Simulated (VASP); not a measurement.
A run of VASP 6.6.1:

File INCAR:

```
ALGO = Normal ; EDIFF = 1E-6
ENCUT = 600 ; GGA = PS
GGA_COMPAT = F ; ISIF = 2
ISMEAR = -1 ; LASPH = T
LCHARG = F ; LREAL = F
LWAVE = F ; NBANDS = 21
NELM = 120 ; PREC = Accurate
SIGMA = 0.05
```

File KPOINTS:

```
k-points
0
Gamma
  8 8 8
```

The input POSCAR:

```
PbF2
1.0
    0.0000000000      2.8504552223      2.8504552223
    2.8504552223      0.0000000000      2.8504552223
    2.8504552223      2.8504552223      0.0000000000
Pb F
1 2
Direct
    0.0000000000      0.0000000000      0.0000000000
    0.7500000000      0.7500000000      0.7500000000
    0.2500000000      0.2500000000      0.2500000000
```

Potentials or basis: VASP PAW PBE potentials, release 64 (Pb_d, F).

Launch:

```sh
$ cat potpaw_PBE.64/Pb_d/POTCAR potpaw_PBE.64/F/POTCAR > POTCAR
$ mpirun -np 1 vasp_std > vasp.out
```

Hardware: 1 thread of Intel Xeon 8259CL (shared host).

Question: Estimate the wall time of this run.

Answer: Wall time 49 s on 1 thread of Intel Xeon 8259CL, on a shared host, peak memory 0.19 GiB. Counts: scf iterations 13, k points 29.
